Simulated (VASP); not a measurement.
Set up this calculation in VASP 6.6.1, as the native input.

| Quantity | Value |
| --- | --- |
| Task | single point |
| Functional | PBEsol |
| Potentials or basis | VASP PAW PBE potentials, release 64 (Al, Cu) |
| Cutoff | 520 eV |
| k mesh | 10 × 10 × 10 |
| Occupations | gaussian, width 0.15 eV |
| Spin | no spin polarisation |
| Dipole correction | no |
| Further INCAR settings | ALGO = Fast; EDIFF = 1e-06; NBANDS = 26 |

The structure of Al2Cu lies in POSCAR:

```
Al2Cu
1.0
   -3.0264500000      3.0264500000      2.5345000000
    3.0264500000     -3.0264500000      2.5345000000
    3.0264500000      3.0264500000     -2.5345000000
Al Cu
4 2
Direct
    0.1593210787      0.6593210787      0.8186421574
    0.6593210787      0.8406789213      0.5000000000
    0.8406789213      0.3406789213      0.1813578426
    0.3406789213      0.1593210787      0.5000000000
    0.7500000000      0.7500000000      0.0000000000
    0.2500000000      0.2500000000      0.0000000000
```

One way to write it, as run:

INCAR

```
ALGO = Fast ; EDIFF = 1E-6
ENCUT = 520 ; GGA = PS
ISIF = 2 ; ISMEAR = 0
LASPH = T ; LCHARG = F
LREAL = F ; LWAVE = F
NBANDS = 26 ; NELM = 60
PREC = Accurate ; SIGMA = 0.15
```

KPOINTS

```
k-points
0
Gamma
  10 10 10
```

Potentials or basis: VASP PAW PBE potentials, release 64 (Al, Cu).

Command:

```sh
$ cat potpaw_PBE.64/Al/POTCAR potpaw_PBE.64/Cu/POTCAR > POTCAR
$ mpirun -np 1 vasp_std > vasp.out
```

It gave:

- Pressure: -6.1 GPa
- Largest force: 0.133 eV/Å
- Band gap on the k mesh: zero (bands 17 and 18 overlap by 3.87 eV)

Caveat: the cell stands under tension; the PAW data sets were made with another functional, which shifts forces and pressure a little.

It took 5.9 min on 1 thread of AMD EPYC 9R14 (Zen 4), with other jobs on the host, peak memory 0.34 GiB.
